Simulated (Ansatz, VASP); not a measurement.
**One calculation of AlGeIr3, two programs**

Contents of INCAR:

```
SYSTEM = AlGeIr3
  ALGO = Normal
  EDIFF = 1E-6
  ENCUT = 560
  GGA = PE
  GGA_COMPAT = .False.
  ISIF = 2
  ISMEAR = 0
  LASPH = .True.
  LCHARG = .True.
  LELF = .True.
  LREAL = .False.
  LVHAR = .True.
  LWAVE = .False.
  NBANDS = 42
  NELM = 120
  PREC = Accurate
  SIGMA = 0.1
```

KPOINTS

```
k-points
0
Gamma
  4 4 4
  0 0 0
```

POSCAR

```
AlGeIr3
1.0
    4.4007431600      0.0000000000      0.0000000000
    0.0000000000      4.4007431600      0.0000000000
    0.0000000000      0.0000000000      4.4007431600
Al Ge Ir
1 1 3
Direct
    0.5000000000      0.5000000000      0.5000000000
    0.0000000000      0.0000000000      0.0000000000
    0.5000000000      0.0000000000      0.0000000000
    0.0000000000      0.5000000000      0.0000000000
    0.0000000000      0.0000000000      0.5000000000
```

Input for Ansatz:

```yaml
crystal:
  lattice:
    - [4.40074316, 0.0, 0.0]
    - [0.0, 4.40074316, 0.0]
    - [0.0, 0.0, 4.40074316]
  atoms:
    - { symbol: Al, position: [0.5, 0.5, 0.5] }
    - { symbol: Ge, position: [0.0, 0.0, 0.0] }
    - { symbol: Ir, position: [0.5, 0.0, 0.0] }
    - { symbol: Ir, position: [0.0, 0.5, 0.0] }
    - { symbol: Ir, position: [0.0, 0.0, 0.5] }
basis:
  ecutwfc: 420
kpoints:
  mp_grid: { grid: [4, 4, 4] }
hamiltonian:
  xc: pbe
scf:
  occupations: { method: gaussian, width: 0.1 }
  lower_state_search: "off"
output:
  forces: true
  stress: true
  eigenvalues: true
```

Alike in both runs: task single point; functional PBE; k mesh 4 × 4 × 4; occupations gaussian, width 0.1 eV; no spin polarisation.

```csv
,VASP,Ansatz
version,VASP 6.6.1,Ansatz 0.2.0
potentials or method,"VASP PAW PBE potentials, release 64 (Al, Ge_d, Ir_sv_GW), cutoff 560 eV","scalar-relativistic, plane waves, PAW"
valence electrons in the cell,68,68
```

```tsv
	VASP	Ansatz	Ansatz less VASP
gap on the k mesh at the Fermi level (eV)	none	none	-
pressure (GPa)	14.1	14.6	+0.53
```

A gap of «none» marks a metal or a gap that the smearing closes.

Neither program's run includes spin-orbit coupling.
